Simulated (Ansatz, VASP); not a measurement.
## SiBi2Te5: VASP beside Ansatz

INCAR

```
ALGO     = Normal         # electronic algorithm
EDIFF    = 1E-6           # SCF threshold, eV
EDIFFG   = -0.08          # ionic threshold
ENCUT    = 600            # plane-wave cutoff, eV
GGA      = PE             # functional
IBRION   = 2              # ionic algorithm
ISIF     = 3              # what is computed and relaxed
ISMEAR   = 0              # smearing method
LASPH    = True           # aspherical terms in the spheres
LCHARG   = False          # write CHGCAR
LREAL    = False          # projectors in reciprocal space
LWAVE    = False          # write WAVECAR
NELM     = 100            # most SCF steps
NSW      = 36             # ionic steps
PREC     = Accurate       # precision mode
SIGMA    = 0.2            # smearing width, eV
```

KPOINTS

```
k-points
0
Gamma
  5 5 1
```

POSCAR

```
SiBi2Te5
1.0
    4.1800000000      0.0000000000      0.0000000000
   -2.0900000000      3.6199861900      0.0000000000
    0.0000000000      0.0000000000     15.8000000000
Si Bi Te
1 2 5
Direct
    0.0000000000      0.0000000000      0.5000000000
    0.3333333300      0.6666666700      0.1300000000
    0.6666666700      0.3333333300      0.8700000000
    0.3333333300      0.6666666700      0.4000000000
    0.6666666700      0.3333333300      0.6000000000
    0.6666666700      0.3333333300      0.2405000000
    0.3333333300      0.6666666700      0.7595000000
    0.0000000000      0.0000000000      0.0000000000
```

Input for Ansatz:

```yaml
crystal:
  lattice:
    - [4.18, 0.0, 0.0]
    - [-2.09, 3.61998619, 0.0]
    - [0.0, 0.0, 15.8]
  atoms:
    - { symbol: Si, position: [0.0, 0.0, 0.5] }
    - { symbol: Bi, position: [0.33333333, 0.66666667, 0.13] }
    - { symbol: Bi, position: [0.66666667, 0.33333333, 0.87] }
    - { symbol: Te, position: [0.33333333, 0.66666667, 0.4] }
    - { symbol: Te, position: [0.66666667, 0.33333333, 0.6] }
    - { symbol: Te, position: [0.66666667, 0.33333333, 0.2405] }
    - { symbol: Te, position: [0.33333333, 0.66666667, 0.7595] }
    - { symbol: Te, position: [0.0, 0.0, 0.0] }
basis:
  ecutwfc: 420
kpoints:
  mp_grid: { grid: [5, 5, 1] }
hamiltonian:
  xc: pbe
scf:
  occupations: { method: gaussian, width: 0.2 }
  lower_state_search: "off"
output:
  forces: true
  stress: true
  eigenvalues: true
relax:
  adjacent_minimum: "off"
  f_tol: 0.08
  max_steps: 16
  cell: { stress_tol: 0.8 }
```

Alike in both runs: task relaxation of cell and atoms; functional PBE; k mesh 5 × 5 × 1; occupations gaussian, width 0.2 eV; no spin polarisation.

|  | VASP | Ansatz |
| --- | --- | --- |
| version | VASP 6.6.1 | Ansatz 0.2.0 |
| potentials or method | VASP PAW PBE potentials, release 64 (Si, Bi_d, Te), cutoff 600 eV | scalar-relativistic, plane waves, PAW |
| valence electrons in the cell | 64 | 114 |

Ansatz gave:

- gap on the k mesh at the Fermi level, each at its own relaxed structure (eV): none
- relaxed volume (Å³/atom): 32.19
- relaxed length of the cell vector where the two differ most in proportion (Å): 16.705

Q: Which values does VASP return?

A: gap on the k mesh at the Fermi level, each at its own relaxed structure (eV): none; relaxed volume (Å³/atom): 32.04; relaxed length of the cell vector where the two differ most in proportion (Å): 16.606.

A gap of «none» marks a metal or a gap that the smearing closes. VASP's potentials hold 64 valence electrons a cell and Ansatz's 114, so a difference there can come from the potentials and not from the codes.

The k mesh is coarse, so the values compare programs but aren't converged. Spin-orbit coupling is off throughout.
